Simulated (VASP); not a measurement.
# Cd2Se5 (F-43m) in VASP: further runs

Runs on Cd2Se5. Level: PBE. Tasks: single point.

Everything below comes from runs of VASP 6.6.1. Logs are shortened: lines on timing, memory, paths and dates and some standing lists are left out, and cuts for length are marked.

## Step 1: The cell of the first run

The structure is cubic, space group F-43m (No. 216). The conventional cell has a = 9.764 Å, b = 9.764 Å, c = 9.764 Å, α = 90.00°, β = 90.00°, γ = 90.00°. Within 5.2 Å of Cd (site symmetry -43m) lie 16 Se at 4.00 to 4.23 Å and 6 Cd at 4.88 Å. Within 3.4 Å of Cd (site symmetry -43m) lie 4 Se at 2.55 Å. Within 3.4 Å of Se (site symmetry 3m) lie 1 Cd at 2.55 Å and 3 Se at 2.73 Å. Se (site symmetry -43m) has 12 Se at 4.15 Å and 8 Cd at 4.23 Å within 5.4 Å.

## Step 2: Single point, PBE

File INCAR:

```
SYSTEM = Cd2Se5
  ALGO = Normal
  EDIFF = 1E-6
  ENCUT = 500
  GGA = PE
  GGA_COMPAT = .False.
  ISIF = 2
  ISMEAR = 0
  LASPH = .True.
  LCHARG = .True.
  LELF = .True.
  LREAL = .False.
  LVHAR = .True.
  LWAVE = .False.
  NBANDS = 36
  NELM = 120
  PREC = Accurate
  SIGMA = 0.2
```

File KPOINTS:

```
k-points
0
Gamma
  3 3 3
  0 0 0
```

File POSCAR:

```
Cd2Se5
1.0
    0.0000000000      4.8821676654      4.8821676654
    4.8821676654      0.0000000000      4.8821676654
    4.8821676654      4.8821676654      0.0000000000
Cd Se
2 5
Direct
    0.0000000000      0.0000000000      0.0000000000
    0.5000000000      0.5000000000      0.5000000000
    0.3490173260      0.3490173260      0.3490173260
    0.3490173260      0.3490173260      0.9529480221
    0.3490173260      0.9529480221      0.3490173260
    0.9529480221      0.3490173260      0.3490173260
    0.7500000000      0.7500000000      0.7500000000
```

Potentials or basis: VASP PAW PBE potentials, release 64 (Cd, Se).

Run with:

```bash
> cat potpaw_PBE.64/Cd/POTCAR potpaw_PBE.64/Se/POTCAR > POTCAR
> mpirun -np 1 vasp_std > vasp.out
```

OUTCAR:

```text
SYSTEM = Cd2Se5
   EDIFF = 1E-6
   ENCUT = 500
   GGA = PE
   ISIF = 2
   ISMEAR = 0
   LASPH = .True.
   LREAL = .False.
   NELM = 120
   PREC = Accurate

 ion  position               nearest neighbor table
   1  0.000  0.000  0.000-
   2  0.500  0.500  0.500-   3 2.55   4 2.55   5 2.55   6 2.55
   3  0.349  0.349  0.349-   2 2.55   4 2.73   5 2.73   6 2.73
   4  0.349  0.349  0.953-   2 2.55   3 2.73   5 2.73   6 2.73
   5  0.349  0.953  0.349-   2 2.55   3 2.73   4 2.73   6 2.73
   6  0.953  0.349  0.349-   2 2.55   3 2.73   4 2.73   5 2.73
   7  0.750  0.750  0.750-

  LATTYP: Found a face centered cubic cell.
 ALAT       =     9.7643353308

  Lattice vectors:

 A1 = (   0.0000000000,   4.8821676654,   4.8821676654)
 A2 = (   4.8821676654,   0.0000000000,   4.8821676654)
 A3 = (   4.8821676654,   4.8821676654,   0.0000000000)

Analysis of symmetry for initial positions (statically):
=====================================================================
 Subroutine PRICEL returns:
 Original cell was already a primitive cell.

 Routine SETGRP: Setting up the symmetry group for a
 face centered cubic supercell.

 Subroutine GETGRP returns: Found 24 space group operations
 (whereof 24 operations were pure point group operations)
 out of a pool of 48 trial point group operations.

The static configuration has the point symmetry T_d .

Analysis of symmetry for dynamics (positions and initial velocities):
=====================================================================
 Subroutine PRICEL returns:
 Original cell was already a primitive cell.

 Routine SETGRP: Setting up the symmetry group for a
 face centered cubic supercell.

 Subroutine GETGRP returns: Found 24 space group operations
 (whereof 24 operations were pure point group operations)
 out of a pool of 48 trial point group operations.

The dynamic configuration has the point symmetry T_d .

 Subroutine INISYM returns: Found 24 space group operations
 (whereof 24 operations are pure point group operations),
 and found     1 'primitive' translations

----------------------------------------------------------------------------------------

                                     Primitive cell

  volume of cell :     232.7384

  direct lattice vectors                    reciprocal lattice vectors
     0.000000000  4.882167665  4.882167665    -0.102413525  0.102413525  0.102413525
     4.882167665  0.000000000  4.882167665     0.102413525 -0.102413525  0.102413525
     4.882167665  4.882167665  0.000000000     0.102413525  0.102413525 -0.102413525

  length of vectors
     6.904427726  6.904427726  6.904427726     0.177385429  0.177385429  0.177385429

  position of ions in fractional coordinates (direct lattice)
     0.000000000  0.000000000  0.000000000
     0.500000000  0.500000000  0.500000000
     0.349017326  0.349017326  0.349017326
     0.349017326  0.349017326  0.952948022
     0.349017326  0.952948022  0.349017326
     0.952948022  0.349017326  0.349017326
     0.750000000  0.750000000  0.750000000

  ion indices of the primitive-cell ions
   primitive index   ion index
                 1           1
                 2           2
                 3           3
                 4           4
                 5           5
                 6           6
                 7           7

----------------------------------------------------------------------------------------

 KPOINTS: k-points

Automatic generation of k-mesh.
 Grid dimensions read from file:
 generate k-points for:    3    3    3

 Generating k-lattice:

  Cartesian coordinates                     Fractional coordinates (reciprocal lattice)
    -0.034137842  0.034137842  0.034137842     0.333333333  0.000000000  0.000000000
     0.034137842 -0.034137842  0.034137842     0.000000000  0.333333333  0.000000000
     0.034137842  0.034137842 -0.034137842     0.000000000  0.000000000  0.333333333

  Length of vectors
     0.059128476  0.059128476  0.059128476

  Shift w.r.t. Gamma in fractional coordinates (k-lattice)
     0.000000000  0.000000000  0.000000000

 Subroutine IBZKPT returns following result:
 ===========================================

 Found      4 irreducible k-points:

 Following reciprocal coordinates:
            Coordinates               Weight
  0.000000  0.000000  0.000000      1.000000
  0.333333  0.000000  0.000000      8.000000
  0.333333  0.333333  0.000000      6.000000
 -0.333333  0.333333  0.000000     12.000000
   k-points           NKPTS =      4   k-points in BZ     NKDIM =      4   number of bands    NBANDS=     36
   number of dos      NEDOS =    301   number of ions     NIONS =      7
   total plane-waves  NPLWV = 125000
   dimension x,y,z NGX =    50 NGY =   50 NGZ =   50
   dimension x,y,z NGXF=   100 NGYF=  100 NGZF=  100
   ions per type =               2   5
   NGX,Y,Z   is equivalent  to a cutoff of  12.04, 12.04, 12.04 a.u.
   NGXF,Y,Z  is equivalent  to a cutoff of  24.08, 24.08, 24.08 a.u.
 SYSTEM =  Cd2Se5
   PREC   = accura    normal or accurate (medium, high low for compatibility)
   ISTART =      0    job   : 0-new  1-cont  2-samecut
   ICHARG =      2    charge: 1-file 2-atom 10-const
   ISPIN  =      1    spin polarized calculation?
   LNONCOLLINEAR =      F non collinear calculations
   LSORBIT =      F    spin-orbit coupling
   LASPH  =      T    aspherical Exc in radial PAW
   ENCUT  =  500.0 eV  36.75 Ry    6.06 a.u.  12.59 12.59 12.59*2*pi/ulx,y,z
   NELM   =    120;   NELMIN=  2; NELMDL= -5     # of ELM steps
   EDIFF  = 0.1E-05   stopping-criterion for ELM
   LREAL  =      F    real-space projection
   EDIFFG = 0.1E-04   stopping-criterion for IOM
   NSW    =      0    number of steps for IOM
   IBRION =     -1    ionic relax: 0-MD 1-quasi-New 2-CG
   NFREE  =      0    steps in history (QN), initial steepest desc. (CG)
   ISIF   =      2    stress and relaxation
   ISYM   =      2    0-nonsym 1-usesym 2-fastsym
   POTIM  = 0.5000    time-step for ionic-motion
   TEBEG  =    0.0;   TEEND  =   0.0 temperature during run
   PSTRESS=    0.0 pullay stress
   NELECT =      54.0000    total number of electrons
   NUPDOWN=      -1.0000    fix difference up-down
   EMIN   =  10.00;   EMAX   =-10.00  energy-range for DOS
   EFERMI =   0.00;   METHOD = LEGACY
   ISMEAR =     0;   SIGMA  =   0.20  broadening in eV -4-tet -1-fermi 0-gaus
   EFERMI_NEDOS =   21; number of points for ismear=-14 and -15
   IALGO  =     38    algorithm
   IMIX   =      4    mixing-type and parameters
     AMIX     =   0.40;   BMIX     =  1.00
     AMIX_MAG =   1.60;   BMIX_MAG =  1.00
  volume/ion in A,a.u.               =      33.25       224.37
  Fermi-wavevector in a.u.,A,eV,Ry     =   1.005966  1.901001 13.768661  1.011968
  Thomas-Fermi vector in A             =   2.138679
   LORBIT       =      0    0 simple, 1 ext, 2 COOP (PROOUT), +10 PAW based schemes
   GGA     = PE    functional components
   LHFCALC =     F    Hartree Fock is set to
   AEXX    =    0.0000 exact exchange contribution
   IVDW    =     0    specifies the selected vdW correction
   LEPSILON=     F    determine dielectric tensor
   LRPA    =     F    only Hartree local field effects (RPA)
 non-spin polarized calculation
 Gauss-broadening in eV      SIGMA  =   0.20
  energy-cutoff  :      500.00
  volume of cell :      232.74
 maximum number of plane-waves:      5961
 NGX is ok and might be reduce to    50
   NGX = 25   NGY = 25   NGZ = 25

 number of electron      53.9999990 magnetization

 Free energy of the ion-electron system (eV)
  ---------------------------------------------------
  ext. energy  EPLUGINS =         0.00000000
  ---------------------------------------------------
  free energy    TOTEN  =       -13.59229919 eV

  energy without entropy =      -13.31663736  energy(sigma->0) =      -13.45446828

 E-fermi :   0.6333     XC(G=0):  -8.2577

 val. band max:        0.5746914154   @ k =  -0.3333   0.3333   0.0000
 cond. band min:       0.6435629963   @ k =   0.3333   0.3333   0.0000
 fundamental gap:      0.0688715809
 Fermi energy:         0.6333361198

 k-point     1 :       0.0000    0.0000    0.0000
  band No.  band energies     occupation
      1     -14.2629      2.00000
      2     -11.7962      2.00000
      3     -11.7962      2.00000
      4     -11.7962      2.00000
      5     -10.3709      2.00000
      6      -7.9229      2.00000
      7      -7.9229      2.00000
      8      -7.8461      2.00000
      9      -7.8461      2.00000
     10      -7.8461      2.00000
     11      -6.9572      2.00000
     12      -6.9572      2.00000
     13      -6.9561      2.00000
     14      -6.9561      2.00000
     15      -6.9561      2.00000
     16      -6.1930      2.00000
     17      -3.4263      2.00000
     18      -3.4263      2.00000
     19      -3.4263      2.00000
     20      -1.9406      2.00000
     21      -1.9406      2.00000
     22      -0.5816      2.00000
     23       0.0686      1.99993
     24       0.0686      1.99993
     25       0.0686      1.99993
     26       1.0310      0.00492
     27       1.0310      0.00492
     28       1.0310      0.00492
     29       1.4329      0.00000
     30       1.4329      0.00000
     31       1.4329      0.00000
     32       2.8791      0.00000
     33       4.7783      0.00000
     34       4.7783      0.00000
     35       4.7783      0.00000
     36       6.0556      0.00000

 k-point     2 :       0.3333    0.0000    0.0000
  band No.  band energies     occupation
      1     -14.2158      2.00000
      2     -11.9055      2.00000
      3     -11.7982      2.00000
      4     -11.7982      2.00000
      5     -10.3648      2.00000
      6      -8.1273      2.00000
      7      -7.9250      2.00000
      8      -7.9250      2.00000
      9      -7.8637      2.00000
     10      -7.8637      2.00000
     11      -6.9584      2.00000
     12      -6.9584      2.00000
     13      -6.9532      2.00000
     14      -6.9532      2.00000
     15      -6.9526      2.00000
     16      -5.4379      2.00000
     17      -3.2998      2.00000
     18      -3.1753      2.00000
     19      -3.1753      2.00000
     20      -2.0135      2.00000
     21      -2.0135      2.00000
     22      -1.1145      2.00000
     23      -0.3072      2.00000
     24       0.1908      1.99825
     25       0.1908      1.99825
     26       0.3921      1.91197
     27       0.3921      1.91197
     28       0.6967      0.65404
     29       1.0397      0.00406
     30       1.3799      0.00000
     31       1.3799      0.00000
     32       4.0949      0.00000
     33       4.4476      0.00000
     34       5.0750      0.00000
     35       5.0750      0.00000
     36       6.8161      0.00000

 k-point     3 :       0.3333    0.3333    0.0000
  band No.  band energies     occupation
      1     -14.2001      2.00000
      2     -11.9319      2.00000
      3     -11.8009      2.00000
      4     -11.8009      2.00000
      5     -10.3730      2.00000
      6      -8.1780      2.00000
      7      -7.9233      2.00000
      8      -7.9172      2.00000
      9      -7.8901      2.00000
     10      -7.8901      2.00000
     11      -6.9559      2.00000
     12      -6.9558      2.00000
     13      -6.9558      2.00000
     14      -6.9558      2.00000
     15      -6.9501      2.00000
     16      -5.0374      2.00000
     17      -3.6938      2.00000
     18      -2.9346      2.00000
     19      -2.9346      2.00000
     20      -2.1723      2.00000
     21      -1.8138      2.00000
     22      -1.2519      2.00000
     23      -0.4387      2.00000
     24      -0.4387      2.00000
     25       0.1647      1.99908
     26       0.6436      0.94235
     27       0.6436      0.94235
     28       0.6515      0.89757
     29       0.6575      0.86453
     30       1.3135      0.00000
     31       1.3135      0.00000
     32       4.3056      0.00000
     33       5.0379      0.00000
     34       5.0379      0.00000
     35       5.1543      0.00000
     36       6.0360      0.00000

 k-point     4 :      -0.3333    0.3333    0.0000
  band No.  band energies     occupation
      1     -14.1833      2.00000
      2     -11.9646      2.00000
      3     -11.8065      2.00000
      4     -11.8005      2.00000
      5     -10.3735      2.00000
      6      -8.2344      2.00000
      7      -7.9380      2.00000
      8      -7.9266      2.00000
      9      -7.8878      2.00000
     10      -7.8806      2.00000
     11      -6.9579      2.00000
     12      -6.9563      2.00000
     13      -6.9533      2.00000
     14      -6.9527      2.00000
     15      -6.9521      2.00000
     16      -4.6573      2.00000
     17      -3.6803      2.00000
     18      -3.0103      2.00000
     19      -2.8433      2.00000
     20      -2.0869      2.00000
     21      -2.0761      2.00000
     22      -1.2047      2.00000
     23      -0.7675      2.00000
     24      -0.2092      2.00000
     25       0.1061      1.99981
     26       0.3412      1.96117
     27       0.5747      1.32162
     28       0.7164      0.55680
     29       0.7710      0.33044
     30       0.9615      0.02031
     31       1.2949      0.00000
     32       4.5068      0.00000
     33       4.8341      0.00000
     34       5.2425      0.00000
     35       5.7217      0.00000
     36       6.9005      0.00000

------------------------ aborting loop because EDIFF is reached ----------------------------------------

  FORCE on cell =-STRESS in cart. coord.  units (eV):
  Direction    XX          YY          ZZ          XY          YZ          ZX
  --------------------------------------------------------------------------------------
  -------------------------------------------------------------------------------------
  Total        0.5455713      0.5455713      0.5455713      0.0000000     -0.0000000      0.0000000
  in kB        3.7557272      3.7557272      3.7557272      0.0000000     -0.0000000      0.0000000
  external PRESSURE =       3.7557272 kB  Pullay stress =       0.0000000 kB

 VOLUME and BASIS-vectors are now :
 -----------------------------------------------------------------------------
  energy-cutoff  :      500.00
  volume of cell :      232.74
      direct lattice vectors                 reciprocal lattice vectors
     0.000000000  4.882167665  4.882167665    -0.102413525  0.102413525  0.102413525
     4.882167665  0.000000000  4.882167665     0.102413525 -0.102413525  0.102413525
     4.882167665  4.882167665  0.000000000     0.102413525  0.102413525 -0.102413525

 POSITION                                       TOTAL-FORCE (eV/Angst)
 -----------------------------------------------------------------------------------
      0.00000      0.00000      0.00000         0.000000      0.000000      0.000000
      4.88217      4.88217      4.88217         0.000000      0.000000      0.000000
      3.40792      3.40792      3.40792        -0.101722     -0.101722     -0.101722
      6.35641      6.35641      3.40792         0.101722      0.101722     -0.101722
      6.35641      3.40792      6.35641         0.101722     -0.101722      0.101722
      3.40792      6.35641      6.35641        -0.101722      0.101722      0.101722
      7.32325      7.32325      7.32325         0.000000      0.000000      0.000000
 -----------------------------------------------------------------------------------
    total drift:                               -0.000001     -0.000001     -0.000001

  FREE ENERGIE OF THE ION-ELECTRON SYSTEM (eV)
  ---------------------------------------------------
  free  energy   TOTEN  =       -13.5922991933 eV

  energy  without entropy=      -13.3166373630  energy(sigma->0) =      -13.45446828
```

Run time: 70 s. Hardware: 1 thread of Intel Xeon 6975P-C, shared host; peak memory 0.34 GiB.

What came out:

```yaml
Free_energy: -13.5923 eV
Pressure: 0.4 GPa
Largest_force: 0.176 eV/Å
Band_gap_on_the_k_mesh: zero (band 27 reaches 1.03 eV, above the bottom of band 28 at 0.65 eV)
```

Forces in eV/Å, atoms in the order of the input:
```
Cd   0.000  0.000  0.000
Cd   0.000  0.000  0.000
Se  -0.102 -0.102 -0.102
Se   0.102  0.102 -0.102
Se   0.102 -0.102  0.102
Se  -0.102  0.102  0.102
Se   0.000  0.000  0.000
```

Caveat: the k points lie up to 0.37 Å⁻¹ apart.

## Step 3: Single point, PBE

This run uses another cell than the first one, of 57.48 Å³/atom, 1.729 times its volume.

File INCAR:

```
  ALGO = Normal
  EDIFF = 1E-6
  ENCUT = 500
  GGA = PE
  GGA_COMPAT = False
  ISIF = 2
  ISMEAR = 0
  LASPH = True
  LCHARG = True
  LELF = True
  LREAL = False
  LVHAR = True
  LWAVE = False
  NBANDS = 36
  NELM = 120
  PREC = Accurate
  SIGMA = 0.2
```

File KPOINTS:

```
k-points
0
Gamma
  3 3 3
```

File POSCAR:

```
Cd2Se5
1.0
    0.0000000000      5.8595434019      5.8595434019
    5.8595434019      0.0000000000      5.8595434019
    5.8595434019      5.8595434019      0.0000000000
Cd Se
2 5
Direct
    0.7500000000      0.7500000000      0.7500000000
    0.0000000000      0.0000000000      0.0000000000
    0.8748924222      0.8748924222      0.8748924222
    0.8748924222      0.8748924222      0.3753227335
    0.8748924222      0.3753227335      0.8748924222
    0.3753227335      0.8748924222      0.8748924222
    0.5000000000      0.5000000000      0.5000000000
```

Potentials or basis: VASP PAW PBE potentials, release 64 (Cd, Se).

Run with:

```bash
> cat potpaw_PBE.64/Cd/POTCAR potpaw_PBE.64/Se/POTCAR > POTCAR
> mpirun -np 1 vasp_std > vasp.out
```

Run time: 1.9 min. Hardware: 1 thread of Intel Xeon 6975P-C, shared host; peak memory 0.49 GiB.

It converged, with:

```
Free energy            : -12.5104 eV
Pressure               : 0.8 GPa
Largest force          : 0.004 eV/Å
Band gap on the k mesh : zero (band 27 reaches -2.80 eV, above the bottom of band 28 at -2.91 eV)
```

Forces on the atoms (eV/Å):
```
Cd   0.000  0.000  0.000
Cd   0.000  0.000  0.000
Se   0.002  0.002  0.002
Se  -0.002 -0.002  0.002
Se  -0.002  0.002 -0.002
Se   0.002 -0.002 -0.002
Se   0.000  0.000  0.000
```

Levels at points of the mesh, in eV from the Fermi level:
```
           k point  band 23  band 24  band 25  band 26  band 27  band 28  band 29  band 30  band 31  band 32
(0.00, 0.00, 0.00)    -0.20    -0.20     0.08     0.08     0.08     0.23     0.23     0.23     1.30     4.88
```
